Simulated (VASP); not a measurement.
# BN (P-6m2) in VASP: phonons with PBE+D3(BJ)

Aim: the phonons of BN with PBE+D3(BJ).

Program: VASP 6.6.1. These are calculated values, not measurements. Logs are shortened: lines on timing, memory, paths and dates and some standing lists are left out, and cuts for length are marked.

## (1) The cell of the first run

Symmetry: P-6m2, No. 187, hexagonal system. The conventional cell has a = 2.506 Å, b = 2.506 Å, c = 6.592 Å, α = 90.00°, β = 90.00°, γ = 120.00°. B (site symmetry -6m2) has 3 N at 1.45 Å within 1.9 Å. Within 1.9 Å of B (site symmetry -6m2) lie 3 N at 1.45 Å. Within 1.9 Å of N (site symmetry -6m2) lie 3 B at 1.45 Å. Within 1.9 Å of N (site symmetry -6m2) lie 3 B at 1.45 Å.

## (2) Phonons, PBE+D3(BJ)

Contents of INCAR:

```
PREC = Accurate
ENCUT = 520
EDIFF = 1E-8
ISMEAR = 1
SIGMA = 0.05
LREAL = False
LASPH = True
NELM = 100
ALGO = Normal
ISIF = 2
LWAVE = False
LCHARG = True
GGA = PE
IVDW = 12
NBANDS = 16
IBRION = 6
NFREE = 2
POTIM = 0.015
NSW = 1
```

Contents of KPOINTS:

```
regular mesh
0
Gamma
  12 12 4
```

Contents of POSCAR:

```
BN
1.0
    2.5061127838      0.0000000000      0.0000000000
   -1.2530563919      2.1703573356      0.0000000000
    0.0000000000      0.0000000000      6.5923998870
B N
2 2
Direct
    0.0000000000      0.0000000000      0.5000000000
    0.3333333333      0.6666666667      0.0000000000
    0.0000000000      0.0000000000      0.0000000000
    0.6666666667      0.3333333333      0.5000000000
```

Potentials or basis: VASP PAW PBE potentials, release 64 (B, N).

Command:

```bash
> cat potpaw_PBE.64/B/POTCAR potpaw_PBE.64/N/POTCAR > POTCAR
> mpirun -np 1 vasp_std > vasp.out
```

OUTCAR:

```text
PREC = Accurate
   ENCUT = 520
   EDIFF = 1E-8
   ISMEAR = 1
   LREAL = False
   LASPH = True
   NELM = 100
   ISIF = 2
   GGA = PE
   IVDW = 12
   IBRION = 6
   NFREE = 2
   POTIM = 0.015
   NSW = 1
 IVDW          = 12

 ion  position               nearest neighbor table
   1  0.000  0.000  0.500-   4 1.45   4 1.45   4 1.45
   2  0.333  0.667  0.000-   3 1.45   3 1.45   3 1.45
   3  0.000  0.000  0.000-   2 1.45   2 1.45   2 1.45
   4  0.667  0.333  0.500-   1 1.45   1 1.45   1 1.45

  LATTYP: Found a hexagonal cell.
 ALAT       =     2.5061127838
 C/A-ratio  =     2.6305280152

  Lattice vectors:

 A1 = (   2.5061127838,   0.0000000000,   0.0000000000)
 A2 = (  -1.2530563919,   2.1703573356,   0.0000000000)
 A3 = (   0.0000000000,   0.0000000000,   6.5923998870)

Analysis of symmetry for initial positions (statically):
=====================================================================
 Subroutine PRICEL returns:
 Original cell was already a primitive cell.

 Routine SETGRP: Setting up the symmetry group for a
 hexagonal supercell.

 Subroutine GETGRP returns: Found 12 space group operations
 (whereof 12 operations were pure point group operations)
 out of a pool of 24 trial point group operations.

The static configuration has the point symmetry D_3h.

Analysis of symmetry for dynamics (positions and initial velocities):
=====================================================================
 Subroutine PRICEL returns:
 Original cell was already a primitive cell.

 Routine SETGRP: Setting up the symmetry group for a
 hexagonal supercell.

 Subroutine GETGRP returns: Found 12 space group operations
 (whereof 12 operations were pure point group operations)
 out of a pool of 24 trial point group operations.

The dynamic configuration has the point symmetry D_3h.

 Subroutine INISYM returns: Found 12 space group operations
 (whereof 12 operations are pure point group operations),
 and found     1 'primitive' translations

----------------------------------------------------------------------------------------

                                     Primitive cell

  volume of cell :      35.8571

  direct lattice vectors                    reciprocal lattice vectors
     2.506112784  0.000000000  0.000000000     0.399024340  0.230376810  0.000000000
    -1.253056392  2.170357336  0.000000000     0.000000000  0.460753620  0.000000000
     0.000000000  0.000000000  6.592399887     0.000000000  0.000000000  0.151689827

  length of vectors
     2.506112784  2.506112784  6.592399887     0.460753620  0.460753620  0.151689827

  position of ions in fractional coordinates (direct lattice)
     0.000000000  0.000000000  0.500000000
     0.333333333  0.666666667  0.000000000
     0.000000000  0.000000000  0.000000000
     0.666666667  0.333333333  0.500000000

  ion indices of the primitive-cell ions
   primitive index   ion index
                 1           1
                 2           2
                 3           3
                 4           4

----------------------------------------------------------------------------------------

 KPOINTS: regular mesh

Automatic generation of k-mesh.
 Grid dimensions read from file:
 generate k-points for:   12   12    4

 Generating k-lattice:

  Cartesian coordinates                     Fractional coordinates (reciprocal lattice)
     0.033252028  0.019198068  0.000000000     0.083333333  0.000000000  0.000000000
[... 50 lines left out ...]
   PREC   = accura    normal or accurate (medium, high low for compatibility)
   ISTART =      0    job   : 0-new  1-cont  2-samecut
   ICHARG =      2    charge: 1-file 2-atom 10-const
   ISPIN  =      1    spin polarized calculation?
   LNONCOLLINEAR =      F non collinear calculations
   LSORBIT =      F    spin-orbit coupling
   LASPH  =      T    aspherical Exc in radial PAW
   ENCUT  =  520.0 eV  38.22 Ry    6.18 a.u.   4.66  4.66 12.26*2*pi/ulx,y,z
   NELM   =    100;   NELMIN=  2; NELMDL= -5     # of ELM steps
   EDIFF  = 0.1E-07   stopping-criterion for ELM
   LREAL  =      F    real-space projection
   EDIFFG = 0.1E-06   stopping-criterion for IOM
   NSW    =     85    number of steps for IOM
   IBRION =      6    ionic relax: 0-MD 1-quasi-New 2-CG
   NFREE  =      2    steps in history (QN), initial steepest desc. (CG)
   ISIF   =      2    stress and relaxation
   ISYM   =      2    0-nonsym 1-usesym 2-fastsym
   POTIM  = 0.0150    time-step for ionic-motion
   TEBEG  =    0.0;   TEEND  =   0.0 temperature during run
   PSTRESS=    0.0 pullay stress
   NELECT =      16.0000    total number of electrons
   NUPDOWN=      -1.0000    fix difference up-down
   EMIN   =  10.00;   EMAX   =-10.00  energy-range for DOS
   EFERMI =   0.00;   METHOD = LEGACY
   ISMEAR =     1;   SIGMA  =   0.05  broadening in eV -4-tet -1-fermi 0-gaus
   EFERMI_NEDOS =   21; number of points for ismear=-14 and -15
   IALGO  =     38    algorithm
   IMIX   =      4    mixing-type and parameters
     AMIX     =   0.40;   BMIX     =  1.00
     AMIX_MAG =   1.60;   BMIX_MAG =  1.00
  volume/ion in A,a.u.               =       8.96        60.49
  Fermi-wavevector in a.u.,A,eV,Ry     =   1.250997  2.364042 21.293038  1.564994
  Thomas-Fermi vector in A             =   2.384965
   LORBIT       =      0    0 simple, 1 ext, 2 COOP (PROOUT), +10 PAW based schemes
   GGA     = PE    functional components
   LHFCALC =     F    Hartree Fock is set to
   AEXX    =    0.0000 exact exchange contribution
   IVDW    =    12    specifies the selected vdW correction
   LEPSILON=     F    determine dielectric tensor
   LRPA    =     F    only Hartree local field effects (RPA)
 finite differences with symmetry
 non-spin polarized calculation
 Methfessel and Paxton  Order N= 1 SIGMA  =   0.05
  energy-cutoff  :      520.00
  volume of cell :       35.86
 maximum number of plane-waves:       985
 NGX is ok and might be reduce to    20
   NGX =  9   NGY =  9   NGZ = 25

--------------------------------------- Ionic step        1  -------------------------------------------

 number of electron      15.9999998 magnetization

 Free energy of the ion-electron system (eV)
  ---------------------------------------------------
  ext. energy  EPLUGINS =         0.00000000
  ---------------------------------------------------
  free energy    TOTEN  =       -35.15011735 eV

  energy without entropy =      -35.15016248  energy(sigma->0) =      -35.15013239

------------------------ aborting loop because EDIFF is reached ----------------------------------------

 Edisp (eV)   -0.56889

 E8    (eV) :    -0.1668
[... 111 lines left out ...]
  FREE ENERGIE OF THE ION-ELECTRON SYSTEM (eV)
  ---------------------------------------------------
  free  energy   TOTEN  =       -35.7143848636 eV

  energy  without entropy=      -35.7144302806  energy(sigma->0) =      -35.71440000

[... ionic steps 4 to 14 ...]

--------------------------------------- Ionic step       15  -------------------------------------------

 number of electron      15.9999998 magnetization

------------------------ aborting loop because EDIFF is reached ----------------------------------------
[... 79 lines left out ...]
--------------------------------------- Ionic step       17  -------------------------------------------

 number of electron      15.9999999 magnetization

 Free energy of the ion-electron system (eV)
  ---------------------------------------------------
  ext. energy  EPLUGINS =         0.00000000
  ---------------------------------------------------
  free energy    TOTEN  =       -35.14857643 eV

  energy without entropy =      -35.14862158  energy(sigma->0) =      -35.14859148

 E-fermi :   2.4085     XC(G=0): -10.1225

 val. band max:        2.3761191064   @ k =   0.3333   0.3333   0.5000
 cond. band min:       6.7262461244   @ k =   0.5000   0.0000   0.0000
 fundamental gap:      4.3501270180
 Fermi energy:         2.4085108185

 k-point     1 :       0.0000    0.0000    0.0000
  band No.  band energies     occupation
      1     -15.4838      2.00000
      2     -15.1570      2.00000
      3      -3.9099      2.00000
      4      -1.7231      2.00000
      5       0.9428      2.00000
      6       0.9428      2.00000
[... 433 lines left out ...]
      3      -4.6045      2.00000
      4      -4.4690      2.00000
      5      -1.2981      2.00000
      6      -1.1780      2.00000
[... 8 lines left out ...]
     15      19.0152      0.00000
     16      20.7213      0.00000

 [... further k-points ...]

------------------------ aborting loop because EDIFF is reached ----------------------------------------

 Edisp (eV)   -0.56889

 E8    (eV) :    -0.1668
[... 27 lines left out ...]
  FREE ENERGIE OF THE ION-ELECTRON SYSTEM (eV)
  ---------------------------------------------------
  free  energy   TOTEN  =       -35.7174676892 eV

  energy  without entropy=      -35.7175128359  energy(sigma->0) =      -35.71748274

 INTERNAL STRAIN TENSORS FROM DISPLACED ATOMS
 ============================================

 INTERNAL STRAIN TENSOR FOR ION    1 for displacements in x,y,z  (eV/Angst):
          X           Y           Z          XY          YZ          ZX
  --------------------------------------------------------------------------------
  x     0.00000     0.00000     0.00000    12.35212     0.00000     0.00000
  y    12.35212   -12.35212     0.00000     0.00000     0.00000     0.00000
  z     0.00000     0.00000     0.00000     0.00000     0.00000     0.00000

 INTERNAL STRAIN TENSOR FOR ION    4 for displacements in x,y,z  (eV/Angst):
          X           Y           Z          XY          YZ          ZX
  --------------------------------------------------------------------------------
  x     0.00000     0.00000     0.00000   -12.54991     0.00000     0.00000
  y   -12.54991    12.54991     0.00000     0.00000     0.00000     0.00000
  z     0.00000     0.00000     0.00000     0.00000     0.00000     0.00000

 Eigenvectors and eigenvalues of the dynamical matrix
 ----------------------------------------------------

   1 f  =   40.663400 THz   255.495678 2PiTHz 1356.385026 cm-1   168.170234 meV
             X         Y         Z           dx          dy          dz
      0.000000  0.000000  3.296200     0.000000    0.253167   -0.000000
     -0.000000  1.446905  0.000000    -0.000000   -0.706072   -0.000000
      0.000000  0.000000  0.000000     0.000000    0.622181   -0.000000
      1.253056  0.723452  3.296200    -0.000000   -0.224189    0.000000
[... 71 lines left out ...]
  12 f/i=    0.005943 THz     0.037344 2PiTHz    0.198253 cm-1     0.024580 meV
             X         Y         Z           dx          dy          dz
      0.000000  0.000000  3.296200     0.000000    0.000000   -0.466025
     -0.000000  1.446905  0.000000     0.000000    0.000000   -0.467322
      0.000000  0.000000  0.000000     0.000000    0.000000   -0.532008
      1.253056  0.723452  3.296200     0.000000    0.000000   -0.530470

 ELASTIC MODULI CONTR FROM IONIC RELAXATION (kBar)
 Direction    XX          YY          ZZ          XY          YZ          ZX
 --------------------------------------------------------------------------------
 XX        -353.3781    353.3781      0.0000      0.0000      0.0000      0.0000
 YY         353.3781   -353.3781      0.0000     -0.0000      0.0000      0.0000
 ZZ           0.0000      0.0000      0.0000      0.0000      0.0000      0.0000
 XY           0.0000     -0.0000      0.0000   -353.3781      0.0000      0.0000
 YZ           0.0000      0.0000      0.0000      0.0000      0.0000      0.0000
 ZX           0.0000      0.0000      0.0000      0.0000      0.0000      0.0000
 --------------------------------------------------------------------------------
```

It took 16 min on 1 thread of Intel Xeon 8259CL, shared host; peak memory 0.35 GiB.

What came out:

| Item | Value |
| --- | --- |
| Highest phonon frequency at Γ, LO-TO splitting left out | 1356 cm⁻¹ |
| Dispersion energy per atom | -0.142 eV |

Phonon frequencies in cm⁻¹ (negative: imaginary):
| q point | frequencies |
| --- | --- |
| (0.000, 0.000, 0.000) | 0 0 0 48 48 118 749 797 1353 1353 1356 1356 |
